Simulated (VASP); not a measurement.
Runs of VASP 6.6.1 on NaH. The structure is that of space group Fm-3m (No. 225), or close to it. The cells are those of the table. 

| task | cell | gap on the mesh (eV) | pressure (GPa) |
| --- | --- | --- | --- |
| single point | a = 3.468, b = 3.468, c = 3.451 Å, angles 60.2, 60.2, 59.7°, 2 atoms | (a) | (b) |
| single point | a = 3.518 Å, angles 60.0°, 2 atoms | 3.72 | -2.2 |
| single point | a = 3.485, b = 3.485, c = 3.451 Å, angles 60.3, 60.3, 59.3°, 2 atoms | 3.76 | -1.6 |
| electric field gradients | a = 3.380 Å, angles 60.0°, 2 atoms | (c) | 0.2 |
| electric field gradients | a = 3.404 Å, angles 60.0°, 2 atoms | 3.89 | -0.3 |

Alike in all rows: level PBEsol; potentials or basis VASP PAW PBE potentials, release 64 (Na_pv, H); no spin polarisation; k mesh 9 × 9 × 9; cutoff (eV) 520; smearing fermi-dirac 0.03 eV.

**Question.** Fill in the values left out.

**Answer.** (a) 3.79; (b) -1.4; (c) 3.93.

Caveats: the PAW data sets were made with another functional, which shifts forces and pressure a little; an odd mesh through Γ misses points on the zone boundary, where band edges can lie.
